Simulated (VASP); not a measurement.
Wanted: the native input for a VASP 6.6.1 run.

* Task: single point
* Functional: PBE
* Potentials or basis: VASP PAW PBE potentials, release 64 (Sn_d, Ge_d)
* Cutoff: 520 eV
* k mesh: 6 × 6 × 2
* Occupations: gaussian, width 0.1 eV
* Spin: no spin polarisation
* Dipole correction: no
* Further INCAR settings: ALGO = Normal; EDIFF = 1e-06; NBANDS = 51

The structure of SnGe5 lies in POSCAR:

```
SnGe5
1.0
    3.0843953900      0.0000000000      0.0000000000
    0.0000000000      3.0843953900      0.0000000000
    0.0000000000      0.0000000000     13.0859813800
Sn Ge
1 5
Direct
    0.5000000000      0.5000000000      0.5000000000
    0.0000000000      0.0000000000      0.6666666700
    0.5000000000      0.5000000000      0.8333333300
    0.0000000000      0.0000000000      0.0000000000
    0.5000000000      0.5000000000      0.1666666700
    0.0000000000      0.0000000000      0.3333333300
```

One way to write it, as run:

INCAR

```
PREC = Accurate ; ENCUT = 520
EDIFF = 1E-6 ; ISMEAR = 0
SIGMA = 0.1 ; LREAL = False
LASPH = True ; NELM = 80
ALGO = Normal ; ISIF = 2
LWAVE = False ; LCHARG = True
GGA = PE ; LELF = True
LVHAR = True ; NBANDS = 51
```

KPOINTS

```
Automatic mesh
0
Gamma
  6 6 2
```

Potentials or basis: VASP PAW PBE potentials, release 64 (Sn_d, Ge_d).

Command:

```bash
$ cat potpaw_PBE.64/Sn_d/POTCAR potpaw_PBE.64/Ge_d/POTCAR > POTCAR
$ mpirun -np 1 vasp_std > vasp.out
```

It gave:

The pressure is 1.4 GPa and the largest force is 0.710 eV/Å. The band gap on the k mesh is zero (bands 42 and 43 overlap by 5.20 eV).

Caveat: spin-orbit coupling is left out, which moves the levels of the heavy elements.

Wall time 4.5 min on 1 thread of AMD EPYC 7571, with other jobs on the host, peak memory 0.23 GiB.
